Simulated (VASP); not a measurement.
Wanted: the native input for a VASP 6.6.1 run.

- Task: single point
- Functional: LDA
- Potentials or basis: VASP PAW LDA potentials, release 64 (Mg_sv, O)
- Cutoff: 840 eV
- k mesh: 10 × 10 × 10
- Occupations: gaussian, width 0.02 eV
- Spin: no spin polarisation
- Dipole correction: no
- Further INCAR settings: ALGO = Normal; EDIFF = 1e-06; NBANDS = 15

The structure of MgO lies in POSCAR:

```
MgO
1.0
    0.0000000000      2.0593303401      2.0593303401
    2.0593303401      0.0000000000      2.0593303401
    2.0593303401      2.0593303401      0.0000000000
Mg O
1 1
Direct
    0.0000000000      0.0000000000      0.0000000000
    0.5000000000      0.5000000000      0.5000000000
```

These files were run (other wordings do the same):

INCAR

```
  ALGO = Normal
  EDIFF = 1E-6
  ENCUT = 840
  GGA = CA
  GGA_COMPAT = F
  ISIF = 2
  ISMEAR = 0
  LASPH = T
  LCHARG = F
  LREAL = F
  LWAVE = F
  NBANDS = 15
  NELM = 120
  PREC = Accurate
  SIGMA = 0.02
```

KPOINTS

```
k-points
0
Gamma
  10 10 10
```

Potentials or basis: VASP PAW LDA potentials, release 64 (Mg_sv, O).

Launch:

```console
$ cat potpaw_LDA.64/Mg_sv/POTCAR potpaw_LDA.64/O/POTCAR > POTCAR
$ mpirun -np 1 vasp_std > vasp.out
```

It gave:

| Property | Result |
| --- | --- |
| Pressure | 6.1 GPa |
| Band gap on the k mesh | 5.35 eV |

Caveat: the cell stands under pressure.

Wall time 29 s on 1 thread of AMD EPYC 7R43 64-Core Processor (Zen 3), on a shared host, peak memory 0.11 GiB.
